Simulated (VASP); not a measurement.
Runs of VASP 6.6.1 on BiTe. The structure is that of space group P6_3/mmc (No. 194), or close to it. The cells are those of the table. 

```tsv
task	level	cell	cutoff (eV)	gap on the mesh (eV)	pressure (GPa)
single point	PBE	a = 4.195, b = 4.258, c = 8.712 Å, angles 90.0, 90.0, 119.5°, 4 atoms	520	none	-0.8
relaxation of shape and atoms at fixed volume	PBE	relaxed from a = 4.091, b = 4.091, c = 8.656 Å, angles 90.0, 90.0, 120.0°, 4 atoms	600	none	2.8
single point	r2SCAN	a = 4.195, b = 4.195, c = 8.712 Å, angles 90.0, 90.0, 120.0°, 4 atoms	520	none	(a)
relaxation of shape and atoms at fixed volume	PBE	relaxed from a = 4.126, b = 4.126, c = 8.646 Å, angles 90.0, 90.0, 120.0°, 4 atoms	600	none	1.9
```

Alike in all rows: potentials or basis VASP PAW PBE potentials, release 64 (Bi_d, Te); no spin polarisation; k mesh 8 × 8 × 6; smearing gaussian 0.05 eV.

Question: Estimate the missing entries.

Answer: (a) -0.7.

Caveats: spin-orbit coupling is left out, which moves the levels of the heavy elements; the PAW data sets were made with another functional, which shifts forces and pressure a little (some runs).

A k mesh can miss the band edges, and the runs leave out spin-orbit coupling on Bi, Te.

A gap of «none» marks levels without a gap at the run's occupations.
